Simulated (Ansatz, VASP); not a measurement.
CsTi3 in VASP and in Ansatz

File POSCAR:

```
CsTi3
1.0
    6.3815621598      0.0000000000      0.0000000000
   -3.1907810799      5.5265949462      0.0000000000
    0.0000000000      0.0000000000      5.1221882592
Cs Ti
2 6
Direct
    0.3333333333      0.6666666667      0.2500000000
    0.6666666667      0.3333333333      0.7500000000
    0.8330000000      0.6660000000      0.2500000000
    0.1670000000      0.8330000000      0.7500000000
    0.3340000000      0.1670000000      0.2500000000
    0.1670000000      0.3340000000      0.7500000000
    0.8330000000      0.1670000000      0.2500000000
    0.6660000000      0.8330000000      0.7500000000
```

The input INCAR.step1:

```
SYSTEM = CsTi3
PREC     = Accurate       ! precision mode
ENCUT    = 520            ! plane-wave cutoff, eV
ISMEAR   = 0              ! smearing method
SIGMA    = 0.1            ! smearing width, eV
LREAL    = .FALSE.        ! projectors in reciprocal space
LASPH    = .TRUE.         ! aspherical terms in the spheres
NELM     = 80             ! most SCF steps
NBANDS   = 55             ! bands
GGA      = PE             ! functional
ALGO     = Normal         ! electronic algorithm
EDIFF    = 1E-4           ! SCF threshold, eV
LWAVE    = .TRUE.         ! write WAVECAR
LCHARG   = .FALSE.        ! write CHGCAR
```

File INCAR.step2:

```
SYSTEM = CsTi3
PREC     = Accurate       ! precision mode
ENCUT    = 520            ! plane-wave cutoff, eV
EDIFF    = 1E-7           ! SCF threshold, eV
ISMEAR   = 0              ! smearing method
SIGMA    = 0.1            ! smearing width, eV
LREAL    = .FALSE.        ! projectors in reciprocal space
LASPH    = .TRUE.         ! aspherical terms in the spheres
NELM     = 80             ! most SCF steps
ALGO     = Normal         ! electronic algorithm
ISIF     = 2              ! what is computed and relaxed
LWAVE    = .FALSE.        ! write WAVECAR
LCHARG   = .FALSE.        ! write CHGCAR
METAGGA  = R2SCAN         ! meta-GGA
LMIXTAU  = .TRUE.       
NBANDS   = 55             ! bands
ISTART   = 1
```

Contents of KPOINTS:

```
regular mesh
0
G
  3 3 4
  0 0 0
```

Input for Ansatz:

```yaml
crystal:
  lattice:
    - [6.3815621598, 0.0, 0.0]
    - [-3.1907810799, 5.5265949462, 0.0]
    - [0.0, 0.0, 5.1221882592]
  atoms:
    - { symbol: Cs, position: [0.3333333333, 0.6666666667, 0.25] }
    - { symbol: Cs, position: [0.6666666667, 0.3333333333, 0.75] }
    - { symbol: Ti, position: [0.833, 0.666, 0.25] }
    - { symbol: Ti, position: [0.167, 0.833, 0.75] }
    - { symbol: Ti, position: [0.334, 0.167, 0.25] }
    - { symbol: Ti, position: [0.167, 0.334, 0.75] }
    - { symbol: Ti, position: [0.833, 0.167, 0.25] }
    - { symbol: Ti, position: [0.666, 0.833, 0.75] }
basis:
  ecutwfc: 500
kpoints:
  mp_grid: { grid: [3, 3, 4] }
hamiltonian:
  xc: r2scan
scf:
  occupations: { method: gaussian, width: 0.1 }
  lower_state_search: "off"
output:
  forces: true
  stress: true
  eigenvalues: true
```

Alike in both runs: task single point; functional r2SCAN; k mesh 3 × 3 × 4; occupations gaussian, width 0.1 eV; no spin polarisation.

|  | VASP | Ansatz |
| --- | --- | --- |
| version | VASP 6.6.1 | Ansatz 0.2.0 |
| potentials or method | VASP PAW PBE potentials, release 64 (Cs_sv, Ti_sv), cutoff 520 eV | scalar-relativistic, plane waves, PAW |
| valence electrons in the cell | 90 | 90 |

```csv
,VASP,Ansatz,Ansatz less VASP
gap on the k mesh at the Fermi level (eV),none,none,-
pressure (GPa),-2.3,-3.0,-0.64
"traceless stress, the component that is largest in VASP (GPa)",2.49,2.42,-0.071
rms of the force components (eV/Å),0.497,0.482,-0.0153
```

VASP's potentials were made for PBE, not for r2SCAN. Atom by atom the forces differ by 0.015 eV/Å (rms over components). A gap of «none» marks a metal or a gap that the smearing closes.

The k mesh is coarse, so the values compare programs but aren't converged. Spin-orbit coupling is off throughout.
